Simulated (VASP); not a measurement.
# HoAuF4 (P4/mmm) in VASP: a series of runs, part 2 of 2

VASP 6.6.1. Earlier steps stand in the parts before.

**3. Single point, PBE**

This run uses another cell than the first one, of 15.02 Å³/atom.

INCAR reads:

```
  PREC = Accurate
  ENCUT = 600
  EDIFF = 1E-6
  ISMEAR = 0
  SIGMA = 0.15
  LREAL = F
  LASPH = T
  NELM = 200
  ALGO = Normal
  ISIF = 2
  LWAVE = F
  LCHARG = F
  GGA = PE
  NBANDS = 33
  GGA_COMPAT = F
  LMAXMIX = 6
```

KPOINTS reads:

```
regular mesh
0
Gamma
  3 3 2
```

POSCAR reads:

```
HoAuF4
1.0
    3.8211562439      0.0000000000      0.0000000000
    0.0000000000      3.8211562439      0.0000000000
    0.0000000000      0.0000000000      6.1705606817
Ho Au F
1 1 4
Direct
    0.5000000000      0.5000000000      0.5000000000
    0.0000000000      0.0000000000      0.0000000000
    0.5000000000      0.0000000000      0.7028352524
    0.0000000000      0.5000000000      0.2971647476
    0.5000000000      0.0000000000      0.2971647476
    0.0000000000      0.5000000000      0.7028352524
```

Potentials or basis: VASP PAW PBE potentials, release 64 (Ho_3, Au, F), 4f in core.

Command:

```
> cat potpaw_PBE.64/Ho_3/POTCAR potpaw_PBE.64/Au/POTCAR potpaw_PBE.64/F/POTCAR > POTCAR
> mpirun -np 1 vasp_std > vasp.out
```

OUTCAR:

```text
PREC = Accurate
   ENCUT = 600
   EDIFF = 1E-6
   ISMEAR = 0
   LREAL = F
   LASPH = T
   NELM = 200
   ISIF = 2
   GGA = PE

 ion  position               nearest neighbor table
   1  0.500  0.500  0.500-   3 2.28   4 2.28   5 2.28   6 2.28   3 2.28   5 2.28   4 2.28   6 2.28

   2  0.000  0.000  0.000-   3 2.65   4 2.65   5 2.65   6 2.65   4 2.65   6 2.65   3 2.65   5 2.65

   3  0.500  0.000  0.703-   1 2.28   1 2.28   2 2.65   2 2.65
   4  0.000  0.500  0.297-   1 2.28   1 2.28   2 2.65   2 2.65
   5  0.500  0.000  0.297-   1 2.28   1 2.28   2 2.65   2 2.65
   6  0.000  0.500  0.703-   1 2.28   1 2.28   2 2.65   2 2.65

  LATTYP: Found a simple tetragonal cell.
 ALAT       =     3.8211562439
 C/A-ratio  =     1.6148412386

  Lattice vectors:

 A1 = (   3.8211562439,   0.0000000000,   0.0000000000)
 A2 = (   0.0000000000,   3.8211562439,   0.0000000000)
 A3 = (   0.0000000000,   0.0000000000,   6.1705606817)

Analysis of symmetry for initial positions (statically):
=====================================================================
 Subroutine PRICEL returns:
 Original cell was already a primitive cell.

 Routine SETGRP: Setting up the symmetry group for a
 simple tetragonal supercell.

 Subroutine GETGRP returns: Found 16 space group operations
 (whereof 16 operations were pure point group operations)
 out of a pool of 16 trial point group operations.

The static configuration has the point symmetry D_4h.

Analysis of symmetry for dynamics (positions and initial velocities):
=====================================================================
 Subroutine PRICEL returns:
 Original cell was already a primitive cell.

 Routine SETGRP: Setting up the symmetry group for a
 simple tetragonal supercell.

 Subroutine GETGRP returns: Found 16 space group operations
 (whereof 16 operations were pure point group operations)
 out of a pool of 16 trial point group operations.

The dynamic configuration has the point symmetry D_4h.

 Subroutine INISYM returns: Found 16 space group operations
 (whereof 16 operations are pure point group operations),
 and found     1 'primitive' translations

----------------------------------------------------------------------------------------

                                     Primitive cell

  volume of cell :      90.0978

  direct lattice vectors                    reciprocal lattice vectors
     3.821156244  0.000000000  0.000000000     0.261700893  0.000000000  0.000000000
     0.000000000  3.821156244  0.000000000     0.000000000  0.261700893  0.000000000
     0.000000000  0.000000000  6.170560682     0.000000000  0.000000000  0.162059828

  length of vectors
     3.821156244  3.821156244  6.170560682     0.261700893  0.261700893  0.162059828

  position of ions in fractional coordinates (direct lattice)
     0.500000000  0.500000000  0.500000000
     0.000000000  0.000000000  0.000000000
     0.500000000  0.000000000  0.702835252
     0.000000000  0.500000000  0.297164748
     0.500000000  0.000000000  0.297164748
     0.000000000  0.500000000  0.702835252

  ion indices of the primitive-cell ions
   primitive index   ion index
[... 28 lines left out ...]
 Subroutine IBZKPT returns following result:
 ===========================================

 Found      6 irreducible k-points:

 Following reciprocal coordinates:
            Coordinates               Weight
  0.000000  0.000000  0.000000      1.000000
  0.333333  0.000000  0.000000      4.000000
  0.333333  0.333333  0.000000      4.000000
  0.000000  0.000000  0.500000      1.000000
  0.333333  0.000000  0.500000      4.000000
  0.333333  0.333333  0.500000      4.000000
   k-points           NKPTS =      6   k-points in BZ     NKDIM =      6   number of bands    NBANDS=     33
   number of dos      NEDOS =    301   number of ions     NIONS =      6
   total plane-waves  NPLWV =  51200
   dimension x,y,z NGX =    32 NGY =   32 NGZ =   50
   dimension x,y,z NGXF=    64 NGYF=   64 NGZF=  100
   ions per type =               1   1   4
   NGX,Y,Z   is equivalent  to a cutoff of  13.92, 13.92, 13.47 a.u.
   NGXF,Y,Z  is equivalent  to a cutoff of  27.84, 27.84, 26.94 a.u.
 SYSTEM =  unknown system
   PREC   = accura    normal or accurate (medium, high low for compatibility)
   ISTART =      0    job   : 0-new  1-cont  2-samecut
   ICHARG =      2    charge: 1-file 2-atom 10-const
   ISPIN  =      1    spin polarized calculation?
   LNONCOLLINEAR =      F non collinear calculations
   LSORBIT =      F    spin-orbit coupling
   LASPH  =      T    aspherical Exc in radial PAW
   ENCUT  =  600.0 eV  44.10 Ry    6.64 a.u.   7.63  7.63 12.32*2*pi/ulx,y,z
   NELM   =    200;   NELMIN=  2; NELMDL= -5     # of ELM steps
   EDIFF  = 0.1E-05   stopping-criterion for ELM
   LREAL  =      F    real-space projection
   EDIFFG = 0.1E-04   stopping-criterion for IOM
   NSW    =      0    number of steps for IOM
   IBRION =     -1    ionic relax: 0-MD 1-quasi-New 2-CG
   NFREE  =      0    steps in history (QN), initial steepest desc. (CG)
   ISIF   =      2    stress and relaxation
   ISYM   =      2    0-nonsym 1-usesym 2-fastsym
   POTIM  = 0.5000    time-step for ionic-motion
   TEBEG  =    0.0;   TEEND  =   0.0 temperature during run
   PSTRESS=    0.0 pullay stress
   NELECT =      48.0000    total number of electrons
   NUPDOWN=      -1.0000    fix difference up-down
   EMIN   =  10.00;   EMAX   =-10.00  energy-range for DOS
   EFERMI =   0.00;   METHOD = LEGACY
   ISMEAR =     0;   SIGMA  =   0.15  broadening in eV -4-tet -1-fermi 0-gaus
   EFERMI_NEDOS =   21; number of points for ismear=-14 and -15
   IALGO  =     38    algorithm
   IMIX   =      4    mixing-type and parameters
     AMIX     =   0.40;   BMIX     =  1.00
     AMIX_MAG =   1.60;   BMIX_MAG =  1.00
  volume/ion in A,a.u.               =      15.02       101.34
  Fermi-wavevector in a.u.,A,eV,Ry     =   1.327141  2.507933 23.963997  1.761304
  Thomas-Fermi vector in A             =   2.456476
   LORBIT       =      0    0 simple, 1 ext, 2 COOP (PROOUT), +10 PAW based schemes
   GGA     = PE    functional components
   LHFCALC =     F    Hartree Fock is set to
   AEXX    =    0.0000 exact exchange contribution
   IVDW    =     0    specifies the selected vdW correction
   LEPSILON=     F    determine dielectric tensor
   LRPA    =     F    only Hartree local field effects (RPA)
 non-spin polarized calculation
 Gauss-broadening in eV      SIGMA  =   0.15
  energy-cutoff  :      600.00
  volume of cell :       90.10
 maximum number of plane-waves:      3033
 NGX is ok and might be reduce to    30
   NGX = 15   NGY = 15   NGZ = 25

 number of electron      48.0000006 magnetization

 Free energy of the ion-electron system (eV)
  ---------------------------------------------------
  ext. energy  EPLUGINS =         0.00000000
  ---------------------------------------------------
  free energy    TOTEN  =       -31.48033784 eV

  energy without entropy =      -31.48033514  energy(sigma->0) =      -31.48033649

 E-fermi :   1.7601     XC(G=0):  -9.8747

 val. band max:        1.2862327440   @ k =   0.3333   0.3333   0.0000
 cond. band min:       2.1900251265   @ k =   0.0000   0.0000   0.0000
 fundamental gap:      0.9037923825
 Fermi energy:         1.7601088544

 k-point     1 :       0.0000    0.0000    0.0000
  band No.  band energies     occupation
      1     -22.4652      2.00000
      2     -21.3189      2.00000
      3     -21.0097      2.00000
      4     -21.0097      2.00000
      5     -20.7706      2.00000
      6     -20.4123      2.00000
[... 205 lines left out ...]
     32      10.3553      0.00000
     33      10.4238      0.00000

------------------------ aborting loop because EDIFF is reached ----------------------------------------

  FORCE on cell =-STRESS in cart. coord.  units (eV):
  Direction    XX          YY          ZZ          XY          YZ          ZX
  --------------------------------------------------------------------------------------
  -------------------------------------------------------------------------------------
  Total        0.2396350      0.2396350      0.1889097      0.0000000     -0.0000000      0.0000000
  in kB        4.2613436      4.2613436      3.3593142      0.0000000     -0.0000000      0.0000000
  external PRESSURE =       3.9606671 kB  Pullay stress =       0.0000000 kB

 VOLUME and BASIS-vectors are now :
 -----------------------------------------------------------------------------
  energy-cutoff  :      600.00
  volume of cell :       90.10
      direct lattice vectors                 reciprocal lattice vectors
     3.821156244  0.000000000  0.000000000     0.261700893  0.000000000  0.000000000
     0.000000000  3.821156244  0.000000000     0.000000000  0.261700893  0.000000000
     0.000000000  0.000000000  6.170560682     0.000000000  0.000000000  0.162059828

 POSITION                                       TOTAL-FORCE (eV/Angst)
 -----------------------------------------------------------------------------------
      1.91058      1.91058      3.08528         0.000000      0.000000      0.000000
      0.00000      0.00000      0.00000         0.000000      0.000000      0.000000
      1.91058      0.00000      4.33689         0.000000      0.000000      0.065961
      0.00000      1.91058      1.83367        -0.000000     -0.000000     -0.065961
      1.91058      0.00000      1.83367         0.000000      0.000000     -0.065961
      0.00000      1.91058      4.33689         0.000000     -0.000000      0.065961
 -----------------------------------------------------------------------------------
    total drift:                                0.000000      0.000000      0.000000

  FREE ENERGIE OF THE ION-ELECTRON SYSTEM (eV)
  ---------------------------------------------------
  free  energy   TOTEN  =       -31.4803378393 eV

  energy  without entropy=      -31.4803351431  energy(sigma->0) =      -31.48033649
```

It took 32 s on 1 thread of Intel Xeon Platinum 8259CL at 2.50GHz (Skylake/Cascade Lake), shared host; peak memory 0.22 GiB.

Results:

```
Free energy            : -31.4803 eV
Pressure               : 0.4 GPa
Largest force          : 0.066 eV/Å
Band gap on the k mesh : 0.90 eV (least direct gap 0.95 eV)
```

Forces in eV/Å, atoms in the order of the input:
```
Ho   0.000  0.000  0.000
Au   0.000  0.000  0.000
F    0.000  0.000  0.066
F    0.000  0.000 -0.066
F    0.000  0.000 -0.066
F    0.000  0.000  0.066
```

Caveat: the k points lie up to 0.55 Å⁻¹ apart; spin-orbit coupling is left out, which moves the levels of the heavy elements; an odd mesh through Γ misses points on the zone boundary, where band edges can lie; the 4f electrons are frozen in the core, so they carry no moment and show no levels.

**4. Single point, PBE**

This run uses another cell than the first one, of 17.20 Å³/atom.

INCAR reads:

```
SYSTEM = HoAuF4
  ALGO = Normal
  EDIFF = 1E-6
  ENCUT = 600
  GGA = PE
  GGA_COMPAT = .False.
  ISIF = 2
  ISMEAR = 0
  LASPH = .True.
  LCHARG = .False.
  LMAXMIX = 6
  LREAL = .False.
  LWAVE = .False.
  NBANDS = 33
  NELM = 200
  PREC = Accurate
  SIGMA = 0.15
```

KPOINTS reads:

```
k-points
0
Gamma
  3 3 2
  0 0 0
```

POSCAR reads:

```
HoAuF4
1.0
    3.9265589543      0.0000000000      0.0000000000
    0.0000000000      3.9265589543      0.0000000000
    0.0000000000      0.0000000000      6.6919042468
Ho Au F
1 1 4
Direct
    0.5000000000      0.5000000000      0.5000000000
    0.5000000000      0.5000000000      0.0000000000
    0.0000000000      0.5000000000      0.0000000000
    0.5000000000      0.0000000000      0.0000000000
    0.0000000000      0.0000000000      0.3293520259
    0.0000000000      0.0000000000      0.6706479741
```

Potentials or basis: VASP PAW PBE potentials, release 64 (Ho_3, Au, F), 4f in core.

Command:

```
> cat potpaw_PBE.64/Ho_3/POTCAR potpaw_PBE.64/Au/POTCAR potpaw_PBE.64/F/POTCAR > POTCAR
> mpirun -np 1 vasp_std > vasp.out
```

OUTCAR:

```text
SYSTEM = HoAuF4
   EDIFF = 1E-6
   ENCUT = 600
   GGA = PE
   ISIF = 2
   ISMEAR = 0
   LASPH = .True.
   LREAL = .False.
   NELM = 200
   PREC = Accurate

 ion  position               nearest neighbor table
   1  0.500  0.500  0.500-   2 3.35   2 3.35
   2  0.500  0.500  0.000-   3 1.96   4 1.96   4 1.96   3 1.96   1 3.35   1 3.35
   3  0.000  0.500  0.000-   2 1.96   2 1.96
   4  0.500  0.000  0.000-   2 1.96   2 1.96
   5  0.000  0.000  0.329-
   6  0.000  0.000  0.671-

  LATTYP: Found a simple tetragonal cell.
 ALAT       =     3.9265589543
 C/A-ratio  =     1.7042668465

  Lattice vectors:

 A1 = (   3.9265589543,   0.0000000000,   0.0000000000)
 A2 = (   0.0000000000,   3.9265589543,   0.0000000000)
 A3 = (   0.0000000000,   0.0000000000,   6.6919042468)

Analysis of symmetry for initial positions (statically):
=====================================================================
 Subroutine PRICEL returns:
[... 160 lines left out ...]

 E-fermi :   2.9523     XC(G=0):  -9.4205

 val. band max:        2.9305615514   @ k =   0.3333   0.3333   0.5000
 cond. band min:       3.0045958250   @ k =   0.3333   0.0000   0.5000
 fundamental gap:      0.0740342736
 Fermi energy:         2.9522783303

 k-point     1 :       0.0000    0.0000    0.0000
  band No.  band energies     occupation
      1     -23.7798      2.00000
      2     -23.7748      2.00000
      3     -23.7748      2.00000
      4     -22.3704      2.00000
      5     -21.9994      2.00000
      6     -20.0049      2.00000
[... 205 lines left out ...]
     32       9.7292      0.00000
     33       9.8420      0.00000

------------------------ aborting loop because EDIFF is reached ----------------------------------------

  FORCE on cell =-STRESS in cart. coord.  units (eV):
  Direction    XX          YY          ZZ          XY          YZ          ZX
  --------------------------------------------------------------------------------------
  -------------------------------------------------------------------------------------
  Total       -0.0266759     -0.0266759      0.2480787      0.0000000      0.0000000      0.0000000
  in kB       -0.4142439     -0.4142439      3.8523526      0.0000000      0.0000000      0.0000000
  external PRESSURE =       1.0079550 kB  Pullay stress =       0.0000000 kB

 VOLUME and BASIS-vectors are now :
 -----------------------------------------------------------------------------
  energy-cutoff  :      600.00
  volume of cell :      103.17
      direct lattice vectors                 reciprocal lattice vectors
     3.926558954  0.000000000  0.000000000     0.254675916  0.000000000  0.000000000
     0.000000000  3.926558954  0.000000000     0.000000000  0.254675916  0.000000000
     0.000000000  0.000000000  6.691904247     0.000000000  0.000000000  0.149434296

 POSITION                                       TOTAL-FORCE (eV/Angst)
 -----------------------------------------------------------------------------------
      1.96328      1.96328      3.34595         0.000000      0.000000      0.000000
      1.96328      1.96328      0.00000         0.000000      0.000000      0.000000
      0.00000      1.96328      0.00000         0.000000      0.000000      0.000000
      1.96328      0.00000      0.00000         0.000000      0.000000      0.000000
      0.00000      0.00000      2.20399         0.000000      0.000000      0.012986
      0.00000      0.00000      4.48791        -0.000000     -0.000000     -0.012986
 -----------------------------------------------------------------------------------
    total drift:                                0.000000      0.000000     -0.000000

  FREE ENERGIE OF THE ION-ELECTRON SYSTEM (eV)
  ---------------------------------------------------
  free  energy   TOTEN  =       -23.2477262043 eV

  energy  without entropy=      -23.2023428783  energy(sigma->0) =      -23.22503454
```

stdout:

```text
POSCAR found type information on POSCAR HoAuF
 POSCAR found :  3 types and       6 ions
 scaLAPACK will be used
 LDA part: xc-table for (Slater+PW92), standard interpolation
 POSCAR, INCAR and KPOINTS ok, starting setup
 FFT: planning ... GRIDC
 FFT: planning ... GRID_SOFT
 FFT: planning ... GRID
 WAVECAR not read
 entering main loop
```

Wall time 39 s (1 thread of Intel Xeon Platinum 8259CL at 2.50GHz (Skylake/Cascade Lake), shared host); peak memory 0.23 GiB.

Results:

* Free energy: -23.2477 eV
* Pressure: 0.1 GPa
* Largest force: 0.013 eV/Å
* Band gap on the k mesh: zero (bands 24 and 25 overlap by 1.79 eV)

Forces on the atoms (eV/Å):
```
Ho   0.000  0.000  0.000
Au   0.000  0.000  0.000
F    0.000  0.000  0.000
F    0.000  0.000  0.000
F    0.000  0.000  0.013
F    0.000  0.000 -0.013
```

Caveat: the k points lie up to 0.53 Å⁻¹ apart, too coarse for converged energies and pressures of a metal; spin-orbit coupling is left out, which moves the levels of the heavy elements; the 4f electrons are frozen in the core, so they carry no moment and show no levels; the run has no spin polarisation, though such a crystal can be magnetic.

**5. Overview**

```csv
cell,gap on the mesh (eV),pressure (GPa),largest force (eV/Å)
"a = 3.376, b = 3.376, c = 7.140 Å, 6 atoms, atomic positions A",0.30,0.2,0.30
"a = 3.821, b = 3.821, c = 6.171 Å, 6 atoms, atomic positions B",0.90,0.4,0.07
"a = 3.927, b = 3.927, c = 6.692 Å, 6 atoms, atomic positions C",none,0.1,0.01
```

Alike in all rows: task single point; level PBE; potentials or basis VASP PAW PBE potentials, release 64 (Ho_3, Au, F), 4f in core; no spin polarisation; k mesh 3 × 3 × 2; cutoff (eV) 600; smearing gaussian 0.15 eV.

Caveats: all runs use coarse meshes; spin-orbit coupling is left out, which moves the levels of the heavy elements; the 4f electrons are frozen in the core, so they carry no moment and show no levels; an odd mesh through Γ misses points on the zone boundary, where band edges can lie (at least some runs); the run has no spin polarisation, though such a crystal can be magnetic (at least some runs).

Absolute energies hang on the potentials; compare differences alone.
